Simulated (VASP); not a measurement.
# Sn (Fm-3m) in VASP: further runs, part 2 of 2

VASP 6.6.1. Earlier steps stand in the parts before.

### 3 Single point, PBE

Input file INCAR:

```
PREC = Accurate
ENCUT = 520
EDIFF = 1E-6
ISMEAR = -1
SIGMA = 0.06122561905347299
LREAL = False
LASPH = True
NELM = 60
ALGO = Normal
ISIF = 2
LWAVE = False
LCHARG = False
GGA = PE
NBANDS = 13
```

Input file KPOINTS:

```
Automatic mesh
0
Gamma
  13 13 13
```

Input file POSCAR:

```
Sn
1.0
    0.0000000000      2.4552917801      2.4552917801
    2.4552917801      0.0000000000      2.4552917801
    2.4552917801      2.4552917801      0.0000000000
Sn
1
Direct
    0.0000000000      0.0000000000      0.0000000000
```

Potentials or basis: VASP PAW PBE potentials, release 64 (Sn_d).

Run with:

```sh
> cat potpaw_PBE.64/Sn_d/POTCAR > POTCAR
> mpirun -np 1 vasp_std > vasp.out
```

OUTCAR:

```text
PREC = Accurate
   ENCUT = 520
   EDIFF = 1E-6
   ISMEAR = -1
   LREAL = False
   LASPH = True
   NELM = 60
   ISIF = 2
   GGA = PE

 ion  position               nearest neighbor table
   1  0.000  0.000  0.000-

  LATTYP: Found a face centered cubic cell.
 ALAT       =     4.9105835602

  Lattice vectors:

 A1 = (   0.0000000000,   2.4552917801,   2.4552917801)
 A2 = (   2.4552917801,   0.0000000000,   2.4552917801)
 A3 = (   2.4552917801,   2.4552917801,   0.0000000000)

Analysis of symmetry for initial positions (statically):
=====================================================================
 Subroutine PRICEL returns:
 Original cell was already a primitive cell.

 Routine SETGRP: Setting up the symmetry group for a
 face centered cubic supercell.

 Subroutine GETGRP returns: Found 48 space group operations
 (whereof 48 operations were pure point group operations)
 out of a pool of 48 trial point group operations.

The static configuration has the point symmetry O_h .

Analysis of symmetry for dynamics (positions and initial velocities):
=====================================================================
 Subroutine PRICEL returns:
 Original cell was already a primitive cell.

 Routine SETGRP: Setting up the symmetry group for a
 face centered cubic supercell.

 Subroutine GETGRP returns: Found 48 space group operations
 (whereof 48 operations were pure point group operations)
 out of a pool of 48 trial point group operations.

The dynamic configuration has the point symmetry O_h .

 Subroutine INISYM returns: Found 48 space group operations
 (whereof 48 operations are pure point group operations),
 and found     1 'primitive' translations

----------------------------------------------------------------------------------------

                                     Primitive cell

  volume of cell :      29.6032

  direct lattice vectors                    reciprocal lattice vectors
     0.000000000  2.455291780  2.455291780    -0.203641785  0.203641785  0.203641785
     2.455291780  0.000000000  2.455291780     0.203641785 -0.203641785  0.203641785
     2.455291780  2.455291780  0.000000000     0.203641785  0.203641785 -0.203641785

  length of vectors
     3.472306935  3.472306935  3.472306935     0.352717918  0.352717918  0.352717918

  position of ions in fractional coordinates (direct lattice)
     0.000000000  0.000000000  0.000000000

  ion indices of the primitive-cell ions
   primitive index   ion index
                 1           1

----------------------------------------------------------------------------------------

 KPOINTS: Automatic mesh

Automatic generation of k-mesh.
 Grid dimensions read from file:
 generate k-points for:   13   13   13

 Generating k-lattice:

  Cartesian coordinates                     Fractional coordinates (reciprocal lattice)
    -0.015664753  0.015664753  0.015664753     0.076923077  0.000000000  0.000000000
     0.015664753 -0.015664753  0.015664753     0.000000000  0.076923077  0.000000000
     0.015664753  0.015664753 -0.015664753     0.000000000  0.000000000  0.076923077

  Length of vectors
     0.027132148  0.027132148  0.027132148

  Shift w.r.t. Gamma in fractional coordinates (k-lattice)
     0.000000000  0.000000000  0.000000000

 Subroutine IBZKPT returns following result:
 ===========================================

 Found     84 irreducible k-points:

 Following reciprocal coordinates:
            Coordinates               Weight
  0.000000  0.000000  0.000000      1.000000
  0.076923  0.000000  0.000000      8.000000
  0.153846  0.000000  0.000000      8.000000
  0.230769  0.000000  0.000000      8.000000
  0.307692  0.000000  0.000000      8.000000
  0.384615  0.000000  0.000000      8.000000
[... 16 lines left out ...]
  0.384615  0.153846  0.000000     24.000000
  0.461538  0.153846  0.000000     24.000000
 [... further k-points ...]
   k-points           NKPTS =     84   k-points in BZ     NKDIM =     84   number of bands    NBANDS=     13
   number of dos      NEDOS =    301   number of ions     NIONS =      1
   total plane-waves  NPLWV =  21952
   dimension x,y,z NGX =    28 NGY =   28 NGZ =   28
   dimension x,y,z NGXF=    56 NGYF=   56 NGZF=   56
   ions per type =               1
   NGX,Y,Z   is equivalent  to a cutoff of  13.41, 13.41, 13.41 a.u.
   NGXF,Y,Z  is equivalent  to a cutoff of  26.81, 26.81, 26.81 a.u.
 SYSTEM =  unknown system
   PREC   = accura    normal or accurate (medium, high low for compatibility)
   ISTART =      0    job   : 0-new  1-cont  2-samecut
   ICHARG =      2    charge: 1-file 2-atom 10-const
   ISPIN  =      1    spin polarized calculation?
   LNONCOLLINEAR =      F non collinear calculations
   LSORBIT =      F    spin-orbit coupling
   LASPH  =      T    aspherical Exc in radial PAW
   ENCUT  =  520.0 eV  38.22 Ry    6.18 a.u.   6.46  6.46  6.46*2*pi/ulx,y,z
   NELM   =     60;   NELMIN=  2; NELMDL= -5     # of ELM steps
   EDIFF  = 0.1E-05   stopping-criterion for ELM
   LREAL  =      F    real-space projection
   EDIFFG = 0.1E-04   stopping-criterion for IOM
   NSW    =      0    number of steps for IOM
   IBRION =     -1    ionic relax: 0-MD 1-quasi-New 2-CG
   NFREE  =      0    steps in history (QN), initial steepest desc. (CG)
   ISIF   =      2    stress and relaxation
   ISYM   =      2    0-nonsym 1-usesym 2-fastsym
   POTIM  = 0.5000    time-step for ionic-motion
   TEBEG  =    0.0;   TEEND  =   0.0 temperature during run
   PSTRESS=    0.0 pullay stress
   NELECT =      14.0000    total number of electrons
   NUPDOWN=      -1.0000    fix difference up-down
   EMIN   =  10.00;   EMAX   =-10.00  energy-range for DOS
   EFERMI =   0.00;   METHOD = LEGACY
   ISMEAR =    -1;   SIGMA  =   0.06  broadening in eV -4-tet -1-fermi 0-gaus
   EFERMI_NEDOS =   21; number of points for ismear=-14 and -15
   IALGO  =     38    algorithm
   IMIX   =      4    mixing-type and parameters
     AMIX     =   0.40;   BMIX     =  1.00
     AMIX_MAG =   1.60;   BMIX_MAG =  1.00
  volume/ion in A,a.u.               =      29.60       199.77
  Fermi-wavevector in a.u.,A,eV,Ry     =   1.275472  2.410293 22.134364  1.626830
  Thomas-Fermi vector in A             =   2.408183
   LORBIT       =      0    0 simple, 1 ext, 2 COOP (PROOUT), +10 PAW based schemes
   GGA     = PE    functional components
   LHFCALC =     F    Hartree Fock is set to
   AEXX    =    0.0000 exact exchange contribution
   IVDW    =     0    specifies the selected vdW correction
   LEPSILON=     F    determine dielectric tensor
   LRPA    =     F    only Hartree local field effects (RPA)
 non-spin polarized calculation
  energy-cutoff  :      520.00
  volume of cell :       29.60
 maximum number of plane-waves:       821
 NGX is ok and might be reduce to    28
   NGX = 13   NGY = 13   NGZ = 13

 number of electron      13.9999999 magnetization

 Free energy of the ion-electron system (eV)
  ---------------------------------------------------
  ext. energy  EPLUGINS =         0.00000000
  ---------------------------------------------------
  free energy    TOTEN  =        -3.77521245 eV

  energy without entropy =       -3.76869845  energy(sigma->0) =       -3.77195545

 E-fermi :   7.1734     XC(G=0):  -9.9687

 val. band max:        7.1397620084   @ k =   0.3846   0.3077   0.0000
 cond. band min:       7.2113997920   @ k =   0.3077   0.0769   0.0000
 fundamental gap:      0.0716377836
 Fermi energy:         7.1734118653

 k-point     1 :       0.0000    0.0000    0.0000
  band No.  band energies     occupation
      1     -14.3841      2.00000
      2     -14.3841      2.00000
      3     -14.3841      2.00000
      4     -14.3264      2.00000
      5     -14.3264      2.00000
      6      -3.3941      2.00000
      7      14.1619      0.00000
      8      14.1619      0.00000
      9      14.1619      0.00000
     10      17.6475      0.00000
     11      18.4710      0.00000
     12      18.4710      0.00000
     13      18.4710      0.00000

 k-point     2 :       0.0769    0.0000    0.0000
  band No.  band energies     occupation
      1     -14.3836      2.00000
      2     -14.3804      2.00000
      3     -14.3804      2.00000
      4     -14.3265      2.00000
      5     -14.3265      2.00000
      6      -3.2810      2.00000
      7      13.0091      0.00000
      8      13.9971      0.00000
      9      13.9971      0.00000
     10      16.9944      0.00000
     11      18.7618      0.00000
[... 339 lines left out ...]
 k-point    24 :       0.4615    0.1538    0.0000
  band No.  band energies     occupation
      1     -14.3916      2.00000
      2     -14.3623      2.00000
      3     -14.3523      2.00000
      4     -14.2962      2.00000
      5     -14.2658      2.00000
      6       0.0695      2.00000
      7       4.4272      2.00000
      8      10.2569      0.00000
      9      11.2188      0.00000
     10      14.5773      0.00000
     11      19.0665      0.00000
     12      19.5422      0.00000
     13      21.0318      0.00000

 [... further k-points ...]
[... 5 lines left out ...]
  --------------------------------------------------------------------------------------
  -------------------------------------------------------------------------------------
  Total       -0.4172627     -0.4172627     -0.4172627     -0.0000000     -0.0000000      0.0000000
  in kB      -22.5829602    -22.5829602    -22.5829602     -0.0000000     -0.0000000      0.0000000
  external PRESSURE =     -22.5829602 kB  Pullay stress =       0.0000000 kB

 VOLUME and BASIS-vectors are now :
 -----------------------------------------------------------------------------
  energy-cutoff  :      520.00
  volume of cell :       29.60
      direct lattice vectors                 reciprocal lattice vectors
     0.000000000  2.455291780  2.455291780    -0.203641785  0.203641785  0.203641785
     2.455291780  0.000000000  2.455291780     0.203641785 -0.203641785  0.203641785
     2.455291780  2.455291780  0.000000000     0.203641785  0.203641785 -0.203641785

 POSITION                                       TOTAL-FORCE (eV/Angst)
 -----------------------------------------------------------------------------------
      0.00000      0.00000      0.00000         0.000000      0.000000      0.000000
 -----------------------------------------------------------------------------------
    total drift:                               -0.000000     -0.000000     -0.000000

  FREE ENERGIE OF THE ION-ELECTRON SYSTEM (eV)
  ---------------------------------------------------
  free  energy   TOTEN  =        -3.7752124502 eV

  energy  without entropy=       -3.7686984481  energy(sigma->0) =       -3.77195545
```

OSZICAR:

```text
N       E                     dE             d eps       ncg     rms          rms(c)
DAV:   1     0.796500406531E+02    0.79650E+02   -0.72220E+03  2242   0.157E+03
DAV:   2     0.185881510955E+01   -0.77791E+02   -0.75268E+02  2314   0.328E+02
DAV:   3    -0.366228435283E+01   -0.55211E+01   -0.55037E+01  2649   0.723E+01
DAV:   4    -0.378100419039E+01   -0.11872E+00   -0.11869E+00  2658   0.114E+01
DAV:   5    -0.378499911622E+01   -0.39949E-02   -0.39948E-02  2890   0.201E+00    0.111E+00
DAV:   6    -0.377753856091E+01    0.74606E-02   -0.88658E-03  2802   0.154E+00    0.618E-01
DAV:   7    -0.377529001282E+01    0.22485E-02   -0.59210E-03  2834   0.119E+00    0.844E-02
DAV:   8    -0.377521103842E+01    0.78974E-04   -0.62136E-04  2714   0.415E-01    0.216E-02
DAV:   9    -0.377521135142E+01   -0.31300E-06   -0.11012E-05  2940   0.419E-02    0.141E-02
DAV:  10    -0.377521237515E+01   -0.10237E-05   -0.25456E-06  2664   0.184E-02    0.102E-03
DAV:  11    -0.377521245022E+01   -0.75070E-07   -0.87654E-08  1562   0.464E-03
   1 F= -.37752125E+01 E0= -.37719554E+01  d E =-.651400E-02
```

Run time: 42 s. Hardware: 1 thread of Intel Xeon Platinum 8259CL at 2.50GHz (Skylake/Cascade Lake), shared host; peak memory 0.17 GiB.

What came out:

```
Free energy            : -3.7752 eV
Pressure               : -2.3 GPa
Band gap on the k mesh : zero (band 7 reaches 14.16 eV, above the bottom of band 8 at 5.38 eV)
```

Caveat: spin-orbit coupling is left out, which moves the levels of the heavy elements.
